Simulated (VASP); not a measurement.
A run of VASP 6.6.1 is set up as follows.

Contents of INCAR:

```
SYSTEM = Si3C
  PREC = Accurate
  ENCUT = 520
  EDIFF = 1E-7
  ISMEAR = -1
  SIGMA = 0.05
  LREAL = Auto
  LASPH = .TRUE.
  NELM = 100
  ALGO = Normal
  ISIF = 2
  LWAVE = .FALSE.
  LCHARG = .FALSE.
  GGA = PS
  ISYM = 0
  NBANDS = 166
```

KPOINTS

```
Automatic mesh
0
Gamma
  1 1 1
  0.25 0.25 0.25
```

The input POSCAR:

```
Si3C
1.0
    9.8359735941      0.0000000000      0.0000000000
    0.0000000000      9.8359735941      0.0000000000
    0.0000000000      0.0000000000      9.8359735941
Si C
48 16
Direct
    0.9784490000      0.9973180000      0.9930040000
    0.0084400000      0.9980340000      0.4899530000
    0.5136090000      0.0287590000      0.0345840000
    0.5539550000      0.9490060000      0.4159790000
    0.4982710000      0.4951440000      0.0269950000
    0.0942560000      0.1291140000      0.1466260000
    0.1464480000      0.1708620000      0.5952700000
    0.1077080000      0.6142140000      0.1199000000
    0.0887530000      0.6464370000      0.6160040000
    0.5779030000      0.1402230000      0.5684230000
    0.6413470000      0.6139360000      0.1667620000
    0.6304720000      0.5842680000      0.5786380000
    0.2303910000      0.2399860000      0.9992760000
    0.2471980000      0.7768770000      0.0116590000
    0.3405030000      0.5818100000      0.5391910000
    0.7388500000      0.2810120000      0.4690360000
    0.7427910000      0.7475720000      0.0063480000
    0.3508260000      0.3571650000      0.1541710000
    0.4131950000      0.8777950000      0.2000350000
    0.3734850000      0.8513110000      0.5538220000
    0.8644340000      0.3755110000      0.1227730000
    0.9056480000      0.3899450000      0.5914740000
    0.8508980000      0.8853910000      0.1540000000
    0.8528060000      0.8437440000      0.6153960000
    0.2492340000      0.0282760000      0.3026590000
    0.2555610000      0.9940470000      0.7062730000
    0.2617540000      0.5238080000      0.2892930000
    0.2261790000      0.5028490000      0.7605370000
    0.7026500000      0.0408240000      0.2428500000
    0.7118540000      0.0103430000      0.7239970000
    0.7629960000      0.4915180000      0.7471130000
    0.3710490000      0.2157590000      0.4061470000
    0.3727410000      0.1182160000      0.8658250000
    0.3727790000      0.6303070000      0.8841710000
    0.8866900000      0.1464850000      0.3473340000
    0.8297990000      0.1379790000      0.8856200000
    0.8798260000      0.5915850000      0.3783280000
    0.8937710000      0.6272430000      0.8815680000
    0.9882530000      0.2449770000      0.7509630000
    0.0035450000      0.7580430000      0.2717550000
    0.5491440000      0.2694530000      0.2471070000
    0.4627700000      0.2840870000      0.7232590000
    0.4949610000      0.7280170000      0.7101870000
    0.0837040000      0.3906620000      0.9014380000
    0.1625030000      0.8108850000      0.4407500000
    0.0983730000      0.8648430000      0.8364370000
    0.6268350000      0.3601590000      0.8843090000
    0.6001220000      0.8729170000      0.8752400000
    0.9798630000      0.5032610000      0.0136130000
    0.0261900000      0.5065830000      0.4953680000
    0.5573240000      0.4866440000      0.4259180000
    0.6397210000      0.1656990000      0.1068810000
    0.2465350000      0.3353610000      0.5197490000
    0.7315680000      0.2524710000      0.0101130000
    0.7501870000      0.7169480000      0.4818000000
    0.3322100000      0.3996420000      0.6355310000
    0.7614610000      0.4861070000      0.2547760000
    0.4505780000      0.5840340000      0.3728440000
    0.9663560000      0.2461020000      0.2139200000
    0.9755740000      0.7438860000      0.7418780000
    0.5382200000      0.7049640000      0.3088700000
    0.1747950000      0.4621230000      0.4511590000
    0.6537580000      0.4028760000      0.3402440000
    0.6363740000      0.7747550000      0.4051450000
```

Potentials or basis: VASP PAW PBE potentials, release 64 (Si, C).

Command:

```sh
$ cat potpaw_PBE.64/Si/POTCAR potpaw_PBE.64/C/POTCAR > POTCAR
$ mpirun -np 1 vasp_std > vasp.out
```

(1) Predict the pressure.

(2) Estimate the band gap on the k mesh.

(3) What does it give for the largest force?

## Answers

(1) 0.2 GPa.

(2) zero (band 128 reaches 7.47 eV, above the bottom of band 129 at 7.39 eV).

(3) 0.509 eV/Å.

Caveat: the k points lie up to 0.64 Å⁻¹ apart; the PAW data sets were made with another functional, which shifts forces and pressure a little.
